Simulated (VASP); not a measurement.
TaF4:

```
Ta F
1.0
     4.00191    0.00000    0.00000
     0.00000    4.00191    0.00000
     0.00000    0.00000    4.00191
Ta F
1 4
Direct
  0.50000 0.50000 0.50000
  0.00000 0.00000 0.00000
  0.50000 0.50000 0.00000
  0.50000 0.00000 0.50000
  0.00000 0.50000 0.50000
```

The cell was built from a structure type or drawn by symmetry, and may not be a known phase.

* Program: VASP 6.6.1
* Task: relaxation of cell and atoms
* Functional: PBE
* Potentials or basis: VASP PAW PBE potentials, release 64 (Ta_pv, F)
* Cutoff: 600 eV
* k mesh: 3 × 3 × 3
* Occupations: gaussian, width 0.15 eV
* Spin: no spin polarisation

At the start: pressure -3.0 GPa; volume 12.82 Å³/atom.

Problem. Where does the relaxation end?

Solution. Over 3 steps the energy falls by 2.5 meV/atom and the volume is 12.56 Å³/atom (-2.0 %); space group Pm-3m (No. 221, to 0.1 Å) before and after.

The path:
| step | energy change (eV) | largest force (eV/Å) | pressure (GPa) | volume (Å³) |
| --- | --- | --- | --- | --- |
| 1 | 0.0000 | 0.0000 | -3.03 | 64.09 |
| 2 | -0.0054 | 0.0000 | 2.45 | 61.87 |
| 3 | -0.0125 | 0.0000 | 0.00 | 62.80 |

Final structure:
```
Ta F
1.0
     3.97492    0.00000    0.00000
     0.00000    3.97492    0.00000
     0.00000    0.00000    3.97492
Ta F
1 4
Direct
  0.50000 0.50000 0.50000
  0.00000 0.00000 0.00000
  0.50000 0.50000 0.00000
  0.50000 0.00000 0.50000
  0.00000 0.50000 0.50000
```

Caveat: the k points lie up to 0.53 Å⁻¹ apart in the final cell, too coarse for converged energies and pressures of a metal; an odd number of electrons without spin polarisation forces a metal; a magnetic or distorted state may lie lower.
